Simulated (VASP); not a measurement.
# Au (Cmcm) in VASP: further runs, part 2 of 2

VASP 6.6.1.

## (4) Single point, r2SCAN (volume scaled by 0.97, then relaxed in part)

POSCAR

```
Au
1.0
    1.4083858442     -2.5244176690      0.0000000000
    1.4083858442      2.5244176690      0.0000000000
    0.0000000000      0.0000000000      4.7992108114
Au
2
Direct
    0.6634134153      0.3365865847      0.2500000000
    0.3365865847      0.6634134153      0.7500000000
```

INCAR.step1

```
PREC = Accurate
ENCUT = 520
ISMEAR = 0
SIGMA = 0.1
LREAL = False
LASPH = True
NELM = 60
NBANDS = 18
GGA = PE
ALGO = Normal
EDIFF = 1E-4
LWAVE = True
LCHARG = False
```

INCAR.step2

```
PREC = Accurate
ENCUT = 520
EDIFF = 1E-7
ISMEAR = 0
SIGMA = 0.1
LREAL = False
LASPH = True
NELM = 60
ALGO = Normal
ISIF = 2
LWAVE = False
LCHARG = True
METAGGA = R2SCAN
LMIXTAU = True
LELF = True
LVHAR = True
NBANDS = 18
ISTART = 1
```

KPOINTS

```
Automatic mesh
0
Gamma
  16 16 10
```

Potentials or basis: VASP PAW PBE potentials, release 64 (Au).

The run is started by

```
$ cat potpaw_PBE.64/Au/POTCAR > POTCAR
$ cp INCAR.step1 INCAR
$ mpirun -np 1 vasp_std > vasp.out
$ cp INCAR.step2 INCAR
$ mpirun -np 1 vasp_std > vasp.out
```

OUTCAR:

```text
PREC = Accurate
   ENCUT = 520
   EDIFF = 1E-7
   ISMEAR = 0
   LREAL = False
   LASPH = True
   NELM = 60
   ISIF = 2
   METAGGA = R2SCAN
   ISTART = 1

 ion  position               nearest neighbor table
   1  0.663  0.337  0.250-   2 2.91   2 2.91   2 2.92   2 2.92   2 2.92   2 2.92
   2  0.337  0.663  0.750-   1 2.91   1 2.91   1 2.92   1 2.92   1 2.92   1 2.92

  LATTYP: Found a base centered orthorhombic cell.
 ALAT       =     2.8167716884
 B/A-ratio  =     1.7924190870
 C/A-ratio  =     1.7037982990

  Lattice vectors:

 A1 = (   1.4083858442,  -2.5244176690,   0.0000000000)
 A2 = (   1.4083858442,   2.5244176690,   0.0000000000)
 A3 = (   0.0000000000,   0.0000000000,   4.7992108114)

Analysis of symmetry for initial positions (statically):
=====================================================================
 Subroutine PRICEL returns:
 Original cell was already a primitive cell.

 Routine SETGRP: Setting up the symmetry group for a
 base centered orthorhombic supercell.

 Subroutine GETGRP returns: Found  8 space group operations
 (whereof  4 operations were pure point group operations)
 out of a pool of  8 trial point group operations.

The static configuration has the point symmetry C_2h.
 The point group associated with its full space group is D_2h.

Analysis of symmetry for dynamics (positions and initial velocities):
=====================================================================
 Subroutine PRICEL returns:
 Original cell was already a primitive cell.

 Routine SETGRP: Setting up the symmetry group for a
 base centered orthorhombic supercell.

 Subroutine GETGRP returns: Found  8 space group operations
 (whereof  4 operations were pure point group operations)
 out of a pool of  8 trial point group operations.

The dynamic configuration has the point symmetry C_2h.
 The point group associated with its full space group is D_2h.

 Subroutine INISYM returns: Found  8 space group operations
 (whereof  4 operations are pure point group operations),
 and found     1 'primitive' translations

----------------------------------------------------------------------------------------

                                     Primitive cell

  volume of cell :      34.1258

  direct lattice vectors                    reciprocal lattice vectors
     1.408385844 -2.524417669  0.000000000     0.355016349 -0.198065481  0.000000000
     1.408385844  2.524417669  0.000000000     0.355016349  0.198065481  0.000000000
     0.000000000  0.000000000  4.799210811     0.000000000  0.000000000  0.208367592

  length of vectors
     2.890715353  2.890715353  4.799210811     0.406529879  0.406529879  0.208367592

  position of ions in fractional coordinates (direct lattice)
     0.663413415  0.336586585  0.250000000
     0.336586585  0.663413415  0.750000000

  ion indices of the primitive-cell ions
   primitive index   ion index
                 1           1
                 2           2

----------------------------------------------------------------------------------------

 KPOINTS: Automatic mesh

Automatic generation of k-mesh.
 Grid dimensions read from file:
 generate k-points for:   16   16   10

 Generating k-lattice:

  Cartesian coordinates                     Fractional coordinates (reciprocal lattice)
     0.022188522 -0.012379093  0.000000000     0.062500000  0.000000000  0.000000000
     0.022188522  0.012379093  0.000000000     0.000000000  0.062500000  0.000000000
     0.000000000  0.000000000  0.020836759     0.000000000  0.000000000  0.100000000

  Length of vectors
     0.025408117  0.025408117  0.020836759

  Shift w.r.t. Gamma in fractional coordinates (k-lattice)
     0.000000000  0.000000000  0.000000000

 Subroutine IBZKPT returns following result:
 ===========================================

 Found    438 irreducible k-points:

 Following reciprocal coordinates:
            Coordinates               Weight
  0.000000  0.000000  0.000000      1.000000
  0.062500 -0.000000  0.000000      4.000000
  0.125000 -0.000000  0.000000      4.000000
  0.187500 -0.000000  0.000000      4.000000
  0.250000 -0.000000  0.000000      4.000000
  0.312500  0.000000  0.000000      4.000000
[... 16 lines left out ...]
 -0.125000  0.062500  0.000000      4.000000
 -0.062500  0.062500  0.000000      2.000000
 [... further k-points ...]
   k-points           NKPTS =    438   k-points in BZ     NKDIM =    438   number of bands    NBANDS=     18
   number of dos      NEDOS =    301   number of ions     NIONS =      2
   total plane-waves  NPLWV =  20736
   dimension x,y,z NGX =    24 NGY =   24 NGZ =   36
   dimension x,y,z NGXF=    48 NGYF=   48 NGZF=   72
   ions per type =               2
   NGX,Y,Z   is equivalent  to a cutoff of  13.80, 13.80, 12.47 a.u.
   NGXF,Y,Z  is equivalent  to a cutoff of  27.60, 27.60, 24.94 a.u.
 SYSTEM =  unknown system
   PREC   = accura    normal or accurate (medium, high low for compatibility)
   ISTART =      1    job   : 0-new  1-cont  2-samecut
   ICHARG =      0    charge: 1-file 2-atom 10-const
   ISPIN  =      1    spin polarized calculation?
   LNONCOLLINEAR =      F non collinear calculations
   LSORBIT =      F    spin-orbit coupling
   LASPH  =      T    aspherical Exc in radial PAW
   ENCUT  =  520.0 eV  38.22 Ry    6.18 a.u.   5.37  5.37  8.92*2*pi/ulx,y,z
   NELM   =     60;   NELMIN=  2; NELMDL=  0     # of ELM steps
   EDIFF  = 0.1E-06   stopping-criterion for ELM
   LREAL  =      F    real-space projection
   EDIFFG = 0.1E-05   stopping-criterion for IOM
   NSW    =      0    number of steps for IOM
   IBRION =     -1    ionic relax: 0-MD 1-quasi-New 2-CG
   NFREE  =      0    steps in history (QN), initial steepest desc. (CG)
   ISIF   =      2    stress and relaxation
   ISYM   =      2    0-nonsym 1-usesym 2-fastsym
   POTIM  = 0.5000    time-step for ionic-motion
   TEBEG  =    0.0;   TEEND  =   0.0 temperature during run
   PSTRESS=    0.0 pullay stress
   NELECT =      22.0000    total number of electrons
   NUPDOWN=      -1.0000    fix difference up-down
   EMIN   =  10.00;   EMAX   =-10.00  energy-range for DOS
   EFERMI =   0.00;   METHOD = LEGACY
   ISMEAR =     0;   SIGMA  =   0.10  broadening in eV -4-tet -1-fermi 0-gaus
   EFERMI_NEDOS =   21; number of points for ismear=-14 and -15
   IALGO  =     38    algorithm
   IMIX   =      4    mixing-type and parameters
     AMIX     =   0.40;   BMIX     =  1.00
     AMIX_MAG =   1.60;   BMIX_MAG =  1.00
  volume/ion in A,a.u.               =      17.06       115.15
  Fermi-wavevector in a.u.,A,eV,Ry     =   1.414235  2.672516 27.212466  2.000060
  Thomas-Fermi vector in A             =   2.535798
   LORBIT       =      0    0 simple, 1 ext, 2 COOP (PROOUT), +10 PAW based schemes
   METAGGA = R2SCAN    functional components
   LHFCALC =     F    Hartree Fock is set to
   AEXX    =    0.0000 exact exchange contribution
   IVDW    =     0    specifies the selected vdW correction
   LEPSILON=     F    determine dielectric tensor
   LRPA    =     F    only Hartree local field effects (RPA)
 non-spin polarized calculation
 Gauss-broadening in eV      SIGMA  =   0.10
  energy-cutoff  :      520.00
  volume of cell :       34.13
 maximum number of plane-waves:       936
 NGX is ok and might be reduce to    24
   NGX = 11   NGY = 11   NGZ = 17

 number of electron      22.0000002 magnetization

 Free energy of the ion-electron system (eV)
  ---------------------------------------------------
  ext. energy  EPLUGINS =         0.00000000
  ---------------------------------------------------
  free energy    TOTEN  =      -101.15636969 eV

  energy without entropy =     -101.15370951  energy(sigma->0) =     -101.15503960

 E-fermi :   9.2998     XC(G=0): -13.6169

 val. band max:        9.2942971608   @ k =   0.5000   0.1875   0.3000
 cond. band min:       9.3085679043   @ k =   0.5000   0.2500   0.3000
 fundamental gap:      0.0142707435
 Fermi energy:         9.2997844721

 k-point     1 :       0.0000    0.0000    0.0000
  band No.  band energies     occupation
      1      -0.7749      2.00000
      2       1.6332      2.00000
      3       4.1667      2.00000
      4       4.2226      2.00000
      5       4.6134      2.00000
      6       4.7106      2.00000
[... 10 lines left out ...]
     17      28.1853      0.00000
     18      29.1007      0.00000
[... 463 lines left out ...]
 k-point    24 :      -0.0625    0.0625    0.0000
  band No.  band energies     occupation
      1      -0.6515      2.00000
      2       1.7321      2.00000
      3       4.0361      2.00000
      4       4.3268      2.00000
      5       4.6074      2.00000
      6       4.7889      2.00000
[... 10 lines left out ...]
     17      27.9094      0.00000
     18      28.3559      0.00000

 [... further k-points ...]
[... 5 lines left out ...]
  --------------------------------------------------------------------------------------
  -------------------------------------------------------------------------------------
  Total        1.1412585      1.1314084      1.1318260      0.0000000      0.0000000      0.0000000
  in kB       53.5811346     53.1186840     53.1382875      0.0000000      0.0000000      0.0000000
  external PRESSURE =      53.2793687 kB  Pullay stress =       0.0000000 kB

 VOLUME and BASIS-vectors are now :
 -----------------------------------------------------------------------------
  energy-cutoff  :      520.00
  volume of cell :       34.13
      direct lattice vectors                 reciprocal lattice vectors
     1.408385844 -2.524417669  0.000000000     0.355016349 -0.198065481  0.000000000
     1.408385844  2.524417669  0.000000000     0.355016349  0.198065481  0.000000000
     0.000000000  0.000000000  4.799210811     0.000000000  0.000000000  0.208367592

 POSITION                                       TOTAL-FORCE (eV/Angst)
 -----------------------------------------------------------------------------------
      1.40839     -0.82505      1.19980         0.000000      0.001790     -0.000000
      1.40839      0.82505      3.59941         0.000000     -0.001790      0.000000
 -----------------------------------------------------------------------------------
    total drift:                                0.000000     -0.000000      0.000000

  FREE ENERGIE OF THE ION-ELECTRON SYSTEM (eV)
  ---------------------------------------------------
  free  energy   TOTEN  =      -101.1563696943 eV

  energy  without entropy=     -101.1537095126  energy(sigma->0) =     -101.15503960
```

Run time: 17 min. Hardware: 1 thread of Oxide Virtual Turin-like, shared host; peak memory 0.3 GiB.

Results:

```
Free energy            : -101.1564 eV
Pressure               : 5.3 GPa
Band gap on the k mesh : zero (band 11 reaches 13.53 eV, above the bottom of band 12 at 6.48 eV)
```

Caveat: the PAW data sets were made with another functional, which shifts forces and pressure a little; spin-orbit coupling is left out, which moves the levels of the heavy elements.

## (5) Summary

| cell | gap on the mesh (eV) | pressure (GPa) |
| --- | --- | --- |
| a = 2.976, b = 2.976, c = 4.976 Å, angles 90.0, 90.0, 122.2°, 2 atoms | none | -7.2 |
| a = 2.860, b = 2.860, c = 4.744 Å, angles 90.0, 90.0, 121.5°, 2 atoms | none | 11.6 |
| a = 2.891, b = 2.891, c = 4.799 Å, angles 90.0, 90.0, 121.7°, 2 atoms | none | 5.3 |

Alike in all rows: task single point; level r2SCAN; potentials or basis VASP PAW PBE potentials, release 64 (Au); no spin polarisation; k mesh 16 × 16 × 10; cutoff (eV) 520; smearing gaussian 0.1 eV.

Caveats: the PAW data sets were made with another functional, which shifts forces and pressure a little; spin-orbit coupling is left out, which moves the levels of the heavy elements.

Absolute energies hang on the potentials; compare differences alone.
